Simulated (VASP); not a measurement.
AlSi8O16 (a cell with a defect), 25 atoms in the cell. The cell holds a defect, 25 atoms: a = 7.000 Å, b = 7.000 Å, c = 6.876 Å, α = 90.00°, β = 90.00°, γ = 90.00°. 

* Program: VASP 6.6.1
* Task: single point
* Functional: PBE
* Dispersion: D3(BJ)
* Potentials or basis: VASP PAW PBE potentials, release 64 (Si, O, Al)
* Cutoff: 520 eV
* k mesh: 2 × 2 × 2
* Occupations: gaussian, width 0.05 eV
* Spin: collinear spin
* Starting moments: [0.0, 0.0, 0.0, 0.0, 0.0, 0.0, 0.0, 0.0, 0.0, 0.0, 0.0, 0.0, 0.0, 0.0, 0.0, 0.0, 0.0, 0.0, 0.0, 0.0, 0.0, 0.0, 0.0, 0.0, 1.0] μB
* Dipole correction: no
* Further INCAR settings: LREAL = Auto; ALGO = Normal; EDIFF = 1e-06; NBANDS = 88

Potentials or basis: VASP PAW PBE potentials, release 64 (Si, O, Al).

Launch:

```sh
$ cat potpaw_PBE.64/Si/POTCAR potpaw_PBE.64/O/POTCAR potpaw_PBE.64/Al/POTCAR > POTCAR
$ mpirun -np 1 vasp_std > vasp.out
```

Hardware: 1 thread of Oxide Virtual Turin-like Processor (shared host).

**Question.** How long does it take, and how much memory?

**Answer.** Wall time 22 min on 1 thread of Oxide Virtual Turin-like Processor, on a shared host, peak memory 0.64 GiB. Counts: scf iterations 17, k points 8.
